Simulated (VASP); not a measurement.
Input of a VASP 6.6.1 run:

POSCAR

```
CoO
1.0
    1.5453433651      0.8922044078      2.2984937079
   -1.5453433651      0.8922044078      2.2984937079
    0.0000000000     -1.7844088156      2.2984937079
Co O
1 1
Direct
    0.0000000000      0.0000000000      0.0000000000
    0.5000000000      0.5000000000      0.5000000000
```

File INCAR.step1:

```
ALGO     = Normal         # electronic algorithm
EDIFF    = 1E-6           # SCF threshold, eV
ENCUT    = 520            # plane-wave cutoff, eV
GGA      = PE             # functional
ISIF     = 2              # what is computed and relaxed
ISMEAR   = 0              # smearing method
ISPIN    = 2              # spin polarisation
LASPH    = True           # aspherical terms in the spheres
LCHARG   = True           # write CHGCAR
LMAXMIX  = 4              # l up to which the mixer works
LREAL    = False          # projectors in reciprocal space
LWAVE    = False          # write WAVECAR
MAGMOM   = 2.7 0.34       # initial moments
NBANDS   = 18             # bands
NELM     = 150            # most SCF steps
PREC     = Accurate       # precision mode
SIGMA    = 0.1            # smearing width, eV
```

KPOINTS.step1

```
k-points
0
Gamma
  18 18 18
```

The input INCAR.step2:

```
ALGO     = Normal         # electronic algorithm
EDIFF    = 1E-6           # SCF threshold, eV
ENCUT    = 520            # plane-wave cutoff, eV
GGA      = PE             # functional
ICHARG   = 11             # starting density
ISIF     = 2              # what is computed and relaxed
ISMEAR   = -5             # smearing method
ISPIN    = 2              # spin polarisation
LASPH    = True           # aspherical terms in the spheres
LCHARG   = False          # write CHGCAR
LMAXMIX  = 4              # l up to which the mixer works
LORBIT   = 11             # projections on sites
LREAL    = False          # projectors in reciprocal space
LWAVE    = False          # write WAVECAR
MAGMOM   = 2.7 0.34       # initial moments
NEDOS    = 1001           # points of the DOS
NELM     = 150            # most SCF steps
PREC     = Accurate       # precision mode
SIGMA    = 0.1            # smearing width, eV
```

File KPOINTS.step2:

```
k-points
0
Gamma
  27 27 27
```

Potentials or basis: VASP PAW PBE potentials, release 64 (Co, O).

Launch:

```console
$ cat potpaw_PBE.64/Co/POTCAR potpaw_PBE.64/O/POTCAR > POTCAR
$ cp INCAR.step1 INCAR
$ cp KPOINTS.step1 KPOINTS
$ mpirun -np 1 vasp_std > vasp.out
$ cp INCAR.step2 INCAR
$ cp KPOINTS.step2 KPOINTS
$ mpirun -np 1 vasp_std > vasp.out
```

Task: Predict the site moments.

Result: Co +2.53; O +0.29 μB.

Task: What does it give for the net moment?

Result: 2.85 μB per cell.

Caveat: a cell with one magnetic atom can't hold antiferromagnetic order, which such compounds often take.
